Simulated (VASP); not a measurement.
Here is a VASP 6.6.1 calculation.

Contents of INCAR:

```
ALGO = Normal ; EDIFF = 1E-7
EDIFFG = -0.04 ; ENCUT = 600
GGA = PE ; IBRION = 2
ISIF = 3 ; ISMEAR = 0
LASPH = T ; LCHARG = F
LREAL = F ; LWAVE = F
NELM = 60 ; NSW = 90
PREC = Accurate ; SIGMA = 0.1
```

Contents of KPOINTS:

```
k-points
0
Gamma
  4 4 4
```

File POSCAR:

```
PtSe3
1.0
    4.5055850156      0.0000000000      0.0000000000
    0.0000000000      4.5055850156      0.0000000000
    0.0000000000      0.0000000000      4.5055850156
Pt Se
1 3
Direct
    0.0000000000      0.0000000000      0.0000000000
    0.0000000000      0.5000000000      0.5000000000
    0.5000000000      0.0000000000      0.5000000000
    0.5000000000      0.5000000000      0.0000000000
```

Potentials or basis: VASP PAW PBE potentials, release 64 (Pt, Se).

Command:

```console
$ cat potpaw_PBE.64/Pt/POTCAR potpaw_PBE.64/Se/POTCAR > POTCAR
$ mpirun -np 1 vasp_std > vasp.out
```

Question: Predict the space group after relaxing (to 0.1 Å).

Answer: Pm-3m (No. 221).

Question: Estimate the relaxed cell.

Answer: a = 4.243 Å, b = 4.243 Å, c = 4.243 Å, α = 90.00°, β = 90.00°, γ = 90.00°.

The path:
| step | energy change (eV) | largest force (eV/Å) | pressure (GPa) | volume (Å³) |
| --- | --- | --- | --- | --- |
| 1 | 0.0000 | 0.0000 | -10.18 | 91.46 |
| 2 | -0.5473 | 0.0000 | 3.88 | 73.54 |
| 3 | -0.5800 | 0.0000 | -0.05 | 76.40 |

Caveat: the volume moved by over 15 % at a fixed basis, so the end points are rough.
